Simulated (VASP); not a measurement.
TaSi3: relaxation of cell and atoms with PBE

TaSi3:

```
Ta Si
1.0
    -1.90334    1.90334    4.25161
     1.90334   -1.90334    4.25161
     1.90334    1.90334   -4.25161
Ta Si
1 3
Direct
  0.00000 0.00000 0.00000
  0.50000 0.50000 0.00000
  0.25000 0.75000 0.50000
  0.75000 0.25000 0.50000
```

* Program: VASP 6.6.1
* Task: relaxation of cell and atoms
* Functional: PBE
* Potentials or basis: VASP PAW PBE potentials, release 64 (Ta_pv, Si)
* Cutoff: 600 eV
* k mesh: 6 × 6 × 6
* Occupations: gaussian, width 0.1 eV
* Spin: no spin polarisation
* Dipole correction: no
* Further INCAR settings: ALGO = Normal; EDIFF = 1e-07; IBRION = 2; EDIFFG = -0.04; NSW = 90; ISIF = 3

The relaxed volume is 14.72 Å³/atom, the relaxed cell is a = 5.020 Å, b = 5.020 Å, c = 5.020 Å, α = 136.65°, β = 136.65°, γ = 62.98° and the space group after relaxing (to 0.05 Å) is I4/mmm (No. 139). The energy gained by relaxing is 16.1 meV/atom. The ionic steps are 10 and the pressure after relaxing is 0.0 GPa.

The path:
```csv
step,energy change (eV),largest force (eV/Å),pressure (GPa),volume (Å³)
1,0.0000,0.0000,-5.54,61.61
2,-0.0306,0.0000,4.50,56.98
3,-0.0533,0.0000,0.17,58.73
4,-0.0594,0.0000,0.28,58.69
5,-0.0583,0.0000,1.10,58.52
6,-0.0638,0.0000,0.51,58.63
7,-0.0641,0.0000,0.63,58.60
8,-0.0641,0.0000,0.61,58.61
9,-0.0639,0.0000,-0.66,59.17
10,-0.0646,0.0000,0.01,58.87
```

Final structure:
```xyz
4
Lattice="-1.8542 1.8542 4.2806 1.8542 -1.8542 4.2806 1.8542 1.8542 -4.2806" Properties=species:S:1:pos:R:3 pbc="T T T"
Ta    0.0000    0.0000    0.0000
Si    0.0000    0.0000    4.2806
Si    1.8542    0.0000    2.1403
Si    0.0000    1.8542    2.1403
```

Levels at points of the mesh, in eV from the Fermi level:
```csv
k point,band 8,band 9,band 10,band 11,band 12,band 13,band 14,band 15
"(0.00, 0.00, 0.00)",-4.26,-4.21,-2.54,-0.79,-0.79,-0.63,0.68,3.27
"(0.50, 0.00, 0.00)",-4.12,-2.95,-1.64,-0.70,0.07,0.71,0.92,1.33
"(0.50, 0.50, 0.00)",-5.62,-5.12,-4.03,-0.29,0.24,0.52,1.67,1.97
"(0.50, 0.50, 0.50)",-3.81,-2.82,-0.96,-0.96,-0.43,1.66,1.73,2.33
```

Run time: 2.8 min on 1 thread of Intel(R) Xeon(R) 6975P-C (Granite Rapids), with other jobs on the host, peak memory 0.25 GiB.

Caveat: the k points lie up to 0.40 Å⁻¹ apart in the final cell; spin-orbit coupling is left out, which moves the levels of the heavy elements.
